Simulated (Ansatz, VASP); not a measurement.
K: VASP beside Ansatz

```
K
1.0
    -5.23600    5.23600  -10.47200
     5.23600   10.47200   -5.23600
     5.23600   -5.23600  -10.47200
K
23
Direct
  0.70599 0.33802 0.87500
  0.72852 0.00000 0.76296
  0.87500 0.00000 0.37500
  0.83079 0.33997 0.49305
  0.81666 0.64254 0.62862
  0.49712 0.00000 0.54059
  0.45920 0.35746 0.62862
  0.41230 0.69964 0.75622
  0.11378 0.00000 0.60362
  0.11194 0.30036 0.75622
  0.04401 0.66198 0.87500
  0.93334 0.35746 0.12138
  0.91921 0.66003 0.25695
  0.63622 0.00000 0.14638
  0.57924 0.33997 0.25695
  0.53137 0.68727 0.37500
  0.25288 0.00000 0.20941
  0.21863 0.31273 0.37500
  0.17076 0.66003 0.49305
  0.63806 0.69964 0.99378
  0.33770 0.30036 0.99378
  0.29080 0.64254 0.12138
  0.02148 0.00000 0.98704
```

Change from the starting cell: K vacancy after atom 2 has jumped, atoms relaxed.

Alike in both runs: functional PBEsol; k mesh 2 × 2 × 2; occupations gaussian, width 0.1 eV; no spin polarisation.

Ansatz relaxed the structure, and its values are those at the end. VASP's run is a single point on that final structure, the one shown.

|  | VASP | Ansatz |
| --- | --- | --- |
| version | VASP 6.6.1 | Ansatz 0.2.0 |
| potentials or method | VASP PAW PBE potentials, release 64 (K_sv), cutoff 400 eV | scalar-relativistic, plane waves, PAW |
| valence electrons in the cell | 207 | 207 |

```csv
,VASP,Ansatz,Ansatz less VASP
gap on the k mesh at the Fermi level (eV),none,none,-
pressure (GPa),-0.1,-0.1,+0.01
```

VASP's potentials were made for PBE, not for PBEsol. A gap of «none» marks a metal or a gap that the smearing closes. Ansatz's warnings: stress scf threshold loose.
